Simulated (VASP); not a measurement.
# SnO in VASP: a series of runs, part 2 of 2

VASP 6.6.1. Earlier steps stand in the parts before.

## Step 3: Single point, PBE+D3(BJ) (layers slid over each other)

Contents of INCAR:

```
PREC = Accurate
ENCUT = 520
EDIFF = 1E-7
ISMEAR = 0
SIGMA = 0.05
LREAL = False
LASPH = True
NELM = 60
ALGO = Normal
ISIF = 2
LWAVE = False
LCHARG = False
LDIPOL = True
IDIPOL = 3
DIPOL = 0.5 0.5 0.404
GGA = PE
IVDW = 12
NBANDS = 50
```

Contents of KPOINTS:

```
Automatic mesh
0
Gamma
  7 7 1
```

Contents of POSCAR:

```
SnO
1.0
    3.8201629585      0.0000000000      0.0000000000
    0.0000000000      3.8201629585      0.0000000000
    0.0000000000      0.0000000000     22.2260830948
Sn O
4 4
Direct
    0.7500000000      0.2500000000      0.2024648239
    0.2500000000      0.7500000000      0.3087832219
    0.3750000000      1.0000000000      0.5000000000
    0.8750000000      0.5000000000      0.6063183980
    0.2500000000      0.2500000000      0.2556240229
    0.7500000000      0.7500000000      0.2556240229
    0.8750000000      1.0000000000      0.5531591990
    0.3750000000      0.5000000000      0.5531591990
```

Potentials or basis: VASP PAW PBE potentials, release 64 (Sn_d, O).

Command:

```console
$ cat potpaw_PBE.64/Sn_d/POTCAR potpaw_PBE.64/O/POTCAR > POTCAR
$ mpirun -np 1 vasp_std > vasp.out
```

Wall time 6.9 min (1 thread of Intel Xeon Platinum 8488C (Sapphire Rapids), shared host); peak memory 0.52 GiB.

Results (log left out):

```
Free energy                : -46.3874 eV
Largest force              : 0.106 eV/Å
Band gap on the k mesh     : 2.52 eV (least direct gap 2.57 eV)
Dispersion energy per atom : -0.154 eV
```

Forces on the atoms (eV/Å):
```
Sn  -0.002 -0.004 -0.083
Sn  -0.012 -0.023  0.103
Sn   0.012  0.023 -0.103
Sn   0.002  0.004  0.083
O    0.005 -0.021  0.003
O   -0.013  0.008  0.004
O    0.013 -0.008 -0.004
O   -0.005  0.021 -0.003
```

Levels at points of the mesh, in eV from the valence-band top:
```csv
k point,band 36,band 37,band 38,band 39,band 40,band 41,band 42,band 43,band 44,band 45
"(0.00, 0.00, 0.00)",-1.93,-1.93,-1.93,-0.59,-0.03,2.54,2.88,2.88,3.78,4.90
```

Caveat: the cell differs from its parent crystal (layers slid over each other); spin-orbit coupling is left out, which moves the levels of the heavy elements.

## Step 4: Single point, PBE+D3(BJ) (layers slid over each other)

Contents of INCAR:

```
ALGO = Normal
DIPOL = 0.5 0.5 0.404
EDIFF = 1E-6
ENCUT = 520
GGA = PE
IDIPOL = 3
ISIF = 2
ISMEAR = 0
IVDW = 12
LASPH = True
LCHARG = False
LDIPOL = True
LREAL = False
LWAVE = False
NBANDS = 50
NELM = 60
PREC = Accurate
SIGMA = 0.05
```

Contents of KPOINTS:

```
k-points
0
Gamma
  7 7 1
```

Contents of POSCAR:

```
SnO
1.0
    3.8201629585      0.0000000000      0.0000000000
    0.0000000000      3.8201629585      0.0000000000
    0.0000000000      0.0000000000     22.2260830948
Sn O
4 4
Direct
    0.7500000000      0.2500000000      0.2024648239
    0.2500000000      0.7500000000      0.3087832219
    0.5000000000      1.1250000000      0.5000000000
    1.0000000000      0.6250000000      0.6063183980
    0.2500000000      0.2500000000      0.2556240229
    0.7500000000      0.7500000000      0.2556240229
    1.0000000000      1.1250000000      0.5531591990
    0.5000000000      0.6250000000      0.5531591990
```

Potentials or basis: VASP PAW PBE potentials, release 64 (Sn_d, O).

Command:

```console
$ cat potpaw_PBE.64/Sn_d/POTCAR potpaw_PBE.64/O/POTCAR > POTCAR
$ mpirun -np 1 vasp_std > vasp.out
```

OUTCAR:

```text
EDIFF = 1E-6
   ENCUT = 520
   GGA = PE
   ISIF = 2
   ISMEAR = 0
   IVDW = 12
   LASPH = True
   LREAL = False
   NELM = 60
   PREC = Accurate
 IVDW          = 12

 ion  position               nearest neighbor table
   1  0.750  0.250  0.202-   5 2.25   6 2.25   6 2.25   5 2.25   2 3.59   2 3.59   2 3.59   2 3.59

   2  0.250  0.750  0.309-   5 2.25   6 2.25   5 2.25   6 2.25   1 3.59   1 3.59   1 3.59   1 3.59

   3  0.500  0.125  0.500-   7 2.25   8 2.25   8 2.25   7 2.25   4 3.59   4 3.59   4 3.59   4 3.59

   4  0.000  0.625  0.606-   7 2.25   8 2.25   7 2.25   8 2.25   3 3.59   3 3.59   3 3.59   3 3.59

[... 1500 lines left out ...]
  in kB       0.73435     0.84596    -1.01659     0.07851     0.57646     0.64585
  external pressure =        0.19 kB  Pullay stress =        0.00 kB

 VOLUME and BASIS-vectors are now :
 -----------------------------------------------------------------------------
  energy-cutoff  :      520.00
  volume of cell :      324.36
      direct lattice vectors                 reciprocal lattice vectors
     3.820162959  0.000000000  0.000000000     0.261768938  0.000000000  0.000000000
     0.000000000  3.820162959  0.000000000     0.000000000  0.261768938  0.000000000
     0.000000000  0.000000000 22.226083095     0.000000000  0.000000000  0.044992183

 POSITION                                       TOTAL-FORCE (eV/Angst)
 -----------------------------------------------------------------------------------
      2.86512      0.95504      4.50000        -0.002564     -0.002267     -0.081237
      0.95504      2.86512      6.86304        -0.010332     -0.010917      0.155565
      1.91008      0.47752     11.11304         0.010332      0.010917     -0.155565
      0.00000      2.38760     13.47608         0.002564      0.002267      0.081237
      0.95504      0.95504      5.68152         0.005186     -0.012029      0.008386
      2.86512      2.86512      5.68152        -0.014738      0.004488      0.008568
      0.00000      0.47752     12.29456         0.014738     -0.004488     -0.008568
      1.91008      2.38760     12.29456        -0.005186      0.012029     -0.008386
 -----------------------------------------------------------------------------------
    total drift:                               -0.000000     -0.000000     -0.000882

  FREE ENERGIE OF THE ION-ELECTRON SYSTEM (eV)
  ---------------------------------------------------
  free  energy   TOTEN  =       -46.4137389758 eV

  energy  without entropy=      -46.4137389758  energy(sigma->0) =      -46.41373898

 vacuum level on the upper side and lower side of the slab         4.771         4.774
```

OSZICAR:

```text
N       E                     dE             d eps       ncg     rms          rms(c)
DAV:   1     0.941451660457E+03    0.94145E+03   -0.38093E+04  2724   0.180E+03
DAV:   2     0.134339347379E+03   -0.80711E+03   -0.77904E+03  2780   0.498E+02
DAV:   3    -0.397030047535E+02   -0.17404E+03   -0.16859E+03  3108   0.218E+02
[... 14 lines left out ...]
DAV:  18    -0.451792687954E+02   -0.46643E-04   -0.58408E-06  2622   0.191E-02    0.330E-03
DAV:  19    -0.451793068932E+02   -0.38098E-04   -0.52144E-06  2394   0.219E-02    0.346E-03
DAV:  20    -0.451793163509E+02   -0.94577E-05   -0.12669E-06  2066   0.115E-02    0.219E-03
DAV:  21    -0.451793198217E+02   -0.34708E-05   -0.35769E-07  1736   0.385E-03    0.152E-03
DAV:  22    -0.451793208135E+02   -0.99180E-06   -0.26588E-07  1848   0.552E-03
   1 F= -.46413739E+02 E0= -.46413739E+02  d E =-.638425E-15
```

Wall time 5.7 min (1 thread of Intel Xeon Platinum 8488C (Sapphire Rapids), shared host); peak memory 0.51 GiB.

What came out:

```yaml
Free_energy: -46.4137 eV
Largest_force: 0.156 eV/Å
Band_gap_on_the_k_mesh: 2.56 eV (least direct gap 2.59 eV)
Dispersion_energy_per_atom: -0.154 eV
```

Forces in eV/Å, atoms in the order of the input:
```
Sn  -0.003 -0.002 -0.081
Sn  -0.010 -0.011  0.156
Sn   0.010  0.011 -0.156
Sn   0.003  0.002  0.081
O    0.005 -0.012  0.008
O   -0.015  0.004  0.009
O    0.015 -0.004 -0.009
O   -0.005  0.012 -0.008
```

Levels at points of the mesh, in eV from the valence-band top:
| k point | band 38 | band 39 | band 40 | band 41 | band 42 | band 43 |
| --- | --- | --- | --- | --- | --- | --- |
| (0.00, 0.00, 0.00) | -1.92 | -0.55 | -0.02 | 2.56 | 2.90 | 2.90 |

Caveat: the cell differs from its parent crystal (layers slid over each other); spin-orbit coupling is left out, which moves the levels of the heavy elements.

## Step 5: Summary

| cell | gap on the mesh (eV) | largest force (eV/Å) |
| --- | --- | --- |
| as given, atomic positions A | 2.54 | 0.14 |
| as given, atomic positions B | 2.52 | 0.11 |
| as given, atomic positions C | 2.56 | 0.16 |

Alike in all rows: task single point; level PBE+D3(BJ); potentials or basis VASP PAW PBE potentials, release 64 (Sn_d, O); no spin polarisation; k mesh 7 × 7 × 1; cutoff (eV) 520; smearing gaussian 0.05 eV.

Caveats: spin-orbit coupling is left out, which moves the levels of the heavy elements.

Absolute energies hang on the potentials; compare differences alone.
